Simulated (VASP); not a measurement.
# Mo (Pm-3m) in VASP: notebook

The runs below take Mo through single point, relaxation of cell and atoms, with PBEsol.

Program: VASP 6.6.1. These are calculated values, not measurements. Logs are shortened: lines on timing, memory, paths and dates and some standing lists are left out, and cuts for length are marked.

## 1. The cell of the first run

The structure is cubic, space group Pm-3m (No. 221). Conventional cell: a = 2.575 Å, b = 2.575 Å, c = 2.575 Å, α = 90.00°, β = 90.00°, γ = 90.00°. Mo (site symmetry m-3m) has 6 Mo at 2.57 Å within 3.4 Å.

## 2. Single point, PBEsol

Contents of INCAR:

```
SYSTEM = Mo
ALGO = Normal
EDIFF = 1E-6
ENCUT = 520
GGA = PS
ISIF = 2
ISMEAR = 0
LASPH = .TRUE.
LCHARG = .TRUE.
LELF = .TRUE.
LREAL = .FALSE.
LVHAR = .TRUE.
LWAVE = .FALSE.
NBANDS = 13
NELM = 60
PREC = Accurate
SIGMA = 0.1
```

Contents of KPOINTS:

```
k-points
0
G
  16 16 16
  0 0 0
```

Contents of POSCAR:

```
Mo
1.0
    2.5749386507      0.0000000000      0.0000000000
    0.0000000000      2.5749386507      0.0000000000
    0.0000000000      0.0000000000      2.5749386507
Mo
1
Direct
    0.0000000000      0.0000000000      0.0000000000
```

Potentials or basis: VASP PAW PBE potentials, release 64 (Mo_sv).

Run with:

```
cat potpaw_PBE.64/Mo_sv/POTCAR > POTCAR
mpirun -np 1 vasp_std > vasp.out
```

OUTCAR:

```text
SYSTEM = Mo
   EDIFF = 1E-6
   ENCUT = 520
   GGA = PS
   ISIF = 2
   ISMEAR = 0
   LASPH = .TRUE.
   LREAL = .FALSE.
   NELM = 60
   PREC = Accurate

 ion  position               nearest neighbor table
   1  0.000  0.000  0.000-

  LATTYP: Found a simple cubic cell.
 ALAT       =     2.5749386507

  Lattice vectors:

 A1 = (   2.5749386507,   0.0000000000,   0.0000000000)
 A2 = (   0.0000000000,   2.5749386507,   0.0000000000)
 A3 = (   0.0000000000,   0.0000000000,   2.5749386507)

Analysis of symmetry for initial positions (statically):
=====================================================================
 Subroutine PRICEL returns:
 Original cell was already a primitive cell.

 Routine SETGRP: Setting up the symmetry group for a
 simple cubic supercell.

 Subroutine GETGRP returns: Found 48 space group operations
 (whereof 48 operations were pure point group operations)
 out of a pool of 48 trial point group operations.

The static configuration has the point symmetry O_h .

Analysis of symmetry for dynamics (positions and initial velocities):
=====================================================================
 Subroutine PRICEL returns:
 Original cell was already a primitive cell.

 Routine SETGRP: Setting up the symmetry group for a
 simple cubic supercell.

 Subroutine GETGRP returns: Found 48 space group operations
 (whereof 48 operations were pure point group operations)
 out of a pool of 48 trial point group operations.

The dynamic configuration has the point symmetry O_h .

 Subroutine INISYM returns: Found 48 space group operations
 (whereof 48 operations are pure point group operations),
 and found     1 'primitive' translations

----------------------------------------------------------------------------------------

                                     Primitive cell

  volume of cell :      17.0726

  direct lattice vectors                    reciprocal lattice vectors
     2.574938651  0.000000000  0.000000000     0.388358767  0.000000000  0.000000000
     0.000000000  2.574938651  0.000000000     0.000000000  0.388358767  0.000000000
     0.000000000  0.000000000  2.574938651     0.000000000  0.000000000  0.388358767

  length of vectors
     2.574938651  2.574938651  2.574938651     0.388358767  0.388358767  0.388358767

  position of ions in fractional coordinates (direct lattice)
     0.000000000  0.000000000  0.000000000

  ion indices of the primitive-cell ions
[... 82 lines left out ...]
   POTIM  = 0.5000    time-step for ionic-motion
   TEBEG  =    0.0;   TEEND  =   0.0 temperature during run
   PSTRESS=    0.0 pullay stress
   NELECT =      14.0000    total number of electrons
   NUPDOWN=      -1.0000    fix difference up-down
   EMIN   =  10.00;   EMAX   =-10.00  energy-range for DOS
   EFERMI =   0.00;   METHOD = LEGACY
   ISMEAR =     0;   SIGMA  =   0.10  broadening in eV -4-tet -1-fermi 0-gaus
   EFERMI_NEDOS =   21; number of points for ismear=-14 and -15
   IALGO  =     38    algorithm
   IMIX   =      4    mixing-type and parameters
     AMIX     =   0.40;   BMIX     =  1.00
     AMIX_MAG =   1.60;   BMIX_MAG =  1.00
  volume/ion in A,a.u.               =      17.07       115.21
  Fermi-wavevector in a.u.,A,eV,Ry     =   1.532324  2.895673 31.946711  2.348017
  Thomas-Fermi vector in A             =   2.639546
   LORBIT       =      0    0 simple, 1 ext, 2 COOP (PROOUT), +10 PAW based schemes
   GGA     = PS    functional components
   LHFCALC =     F    Hartree Fock is set to
   AEXX    =    0.0000 exact exchange contribution
   IVDW    =     0    specifies the selected vdW correction
   LEPSILON=     F    determine dielectric tensor
   LRPA    =     F    only Hartree local field effects (RPA)
 non-spin polarized calculation
 Gauss-broadening in eV      SIGMA  =   0.10
  energy-cutoff  :      520.00
  volume of cell :       17.07
 maximum number of plane-waves:       480
 NGX is ok and might be reduce to    20
   NGX =  9   NGY =  9   NGZ =  9

 number of electron      13.9999993 magnetization

 Free energy of the ion-electron system (eV)
  ---------------------------------------------------
  ext. energy  EPLUGINS =         0.00000000
  ---------------------------------------------------
  free energy    TOTEN  =       -10.57607898 eV

  energy without entropy =      -10.56935719  energy(sigma->0) =      -10.57271808

 E-fermi :  10.8902     XC(G=0): -12.8983

 val. band max:       10.8843643639   @ k =   0.4375   0.3750   0.1250
 cond. band min:      10.9057006977   @ k =   0.3125   0.3125   0.1875
 fundamental gap:      0.0213363339
 Fermi energy:        10.8901790008

 k-point     1 :       0.0000    0.0000    0.0000
  band No.  band energies     occupation
      1     -50.0566      2.00000
      2     -23.2820      2.00000
      3     -23.2820      2.00000
      4     -23.2820      2.00000
      5       4.3572      2.00000
      6       6.6665      2.00000
      7       6.6665      2.00000
      8      14.9740      0.00000
      9      14.9740      0.00000
     10      14.9740      0.00000
     11      26.6496      0.00000
     12      26.6496      0.00000
     13      26.6496      0.00000
[... 354 lines left out ...]
  band No.  band energies     occupation
      1     -49.8043      2.00000
      2     -24.8619      2.00000
      3     -23.3703      2.00000
      4     -23.1107      2.00000
      5       7.6585      2.00000
      6       8.3979      2.00000
      7       9.1412      2.00000
      8      11.7011      0.00000
      9      13.3681      0.00000
     10      14.7676      0.00000
     11      20.3859      0.00000
     12      26.0277      0.00000
     13      29.8978      0.00000

 [... further k-points ...]

------------------------ aborting loop because EDIFF is reached ----------------------------------------

  FORCE on cell =-STRESS in cart. coord.  units (eV):
  Direction    XX          YY          ZZ          XY          YZ          ZX
  --------------------------------------------------------------------------------------
  -------------------------------------------------------------------------------------
  Total        0.0533430      0.0533430      0.0533430      0.0000000     -0.0000000     -0.0000000
  in kB        5.0059569      5.0059569      5.0059569      0.0000000     -0.0000000     -0.0000000
  external PRESSURE =       5.0059569 kB  Pullay stress =       0.0000000 kB

 VOLUME and BASIS-vectors are now :
 -----------------------------------------------------------------------------
  energy-cutoff  :      520.00
  volume of cell :       17.07
      direct lattice vectors                 reciprocal lattice vectors
     2.574938651  0.000000000  0.000000000     0.388358767  0.000000000  0.000000000
     0.000000000  2.574938651  0.000000000     0.000000000  0.388358767  0.000000000
     0.000000000  0.000000000  2.574938651     0.000000000  0.000000000  0.388358767

 POSITION                                       TOTAL-FORCE (eV/Angst)
 -----------------------------------------------------------------------------------
      0.00000      0.00000      0.00000         0.000000      0.000000      0.000000
 -----------------------------------------------------------------------------------
    total drift:                               -0.000000     -0.000000     -0.000000

  FREE ENERGIE OF THE ION-ELECTRON SYSTEM (eV)
  ---------------------------------------------------
  free  energy   TOTEN  =       -10.5760789794 eV

  energy  without entropy=      -10.5693571894  energy(sigma->0) =      -10.57271808
```

It took 13 s on 1 thread of AMD EPYC 9R45 (Zen 5), shared host; peak memory 0.12 GiB.

Results:

```yaml
Free_energy: -10.5761 eV
Pressure: 0.5 GPa
Band_gap_on_the_k_mesh: zero (band 7 reaches 12.48 eV, above the bottom of band 8 at 9.79 eV)
```

Caveat: the PAW data sets were made with another functional, which shifts forces and pressure a little.

## 3. Relaxation of cell and atoms, PBEsol

This run uses another cell than the first one, of 16.95 Å³/atom, 0.993 times its volume.

Contents of INCAR:

```
ALGO = Normal
EDIFF = 1E-6
EDIFFG = -0.01
ENCUT = 600
GGA = PS
IBRION = 2
ISIF = 3
ISMEAR = 0
LASPH = True
LCHARG = False
LREAL = False
LWAVE = False
NELM = 100
NSW = 100
PREC = Accurate
SIGMA = 0.1
```

Contents of KPOINTS:

```
k-points
0
Gamma
  16 16 16
```

Contents of POSCAR:

```
Mo
1.0
    2.5686402870      0.0000000000      0.0000000000
    0.0000000000      2.5686402870      0.0000000000
    0.0000000000      0.0000000000      2.5686402870
Mo
1
Direct
    0.0000000000      0.0000000000      0.0000000000
```

Potentials or basis: VASP PAW PBE potentials, release 64 (Mo_sv).

Run with:

```
cat potpaw_PBE.64/Mo_sv/POTCAR > POTCAR
mpirun -np 1 vasp_std > vasp.out
```

It took 19 s on 1 thread of Intel Xeon 6975P-C (Granite Rapids), shared host; peak memory 0.17 GiB.

Results (log left out):

- Free energy: -10.5759 eV
- Relaxed volume: 17.11 Å³/atom
- Relaxed cell: a = 2.577 Å, b = 2.577 Å, c = 2.577 Å, α = 90.00°, β = 90.00°, γ = 90.00°
- Space group after relaxing (to 0.05 Å): Pm-3m (No. 221)
- Energy gained by relaxing: 1.0 meV/atom
- Ionic steps: 3
- Pressure after relaxing: 0.0 GPa
- Band gap on the k mesh: zero (band 7 reaches 12.45 eV, above the bottom of band 8 at 9.77 eV)

Step by step:
| step | energy change (eV) | largest force (eV/Å) | pressure (GPa) | volume (Å³) |
| --- | --- | --- | --- | --- |
| 1 | 0.0000 | 0.0000 | 1.99 | 16.95 |
| 2 | 0.0038 | 0.0000 | -4.18 | 17.47 |
| 3 | -0.0010 | 0.0000 | -0.02 | 17.11 |

Final structure:
```
Mo
1.0
     2.57679    0.00000    0.00000
     0.00000    2.57679    0.00000
     0.00000    0.00000    2.57679
Mo
1
Direct
  0.00000 0.00000 0.00000
```

Levels at points of the mesh, in eV from the Fermi level:
| k point | band 5 | band 6 | band 7 | band 8 | band 9 | band 10 |
| --- | --- | --- | --- | --- | --- | --- |
| (0.00, 0.00, 0.00) | -6.53 | -4.21 | -4.21 | 4.07 | 4.07 | 4.07 |
| (0.50, 0.00, 0.00) | -3.47 | -3.29 | 0.18 | 0.72 | 0.72 | 4.42 |
| (0.50, 0.50, 0.00) | -5.44 | -2.21 | 1.40 | 1.40 | 5.98 | 5.98 |
| (0.50, 0.50, 0.50) | -3.81 | -3.81 | -3.81 | 6.67 | 6.67 | 7.74 |

Caveat: the PAW data sets were made with another functional, which shifts forces and pressure a little.
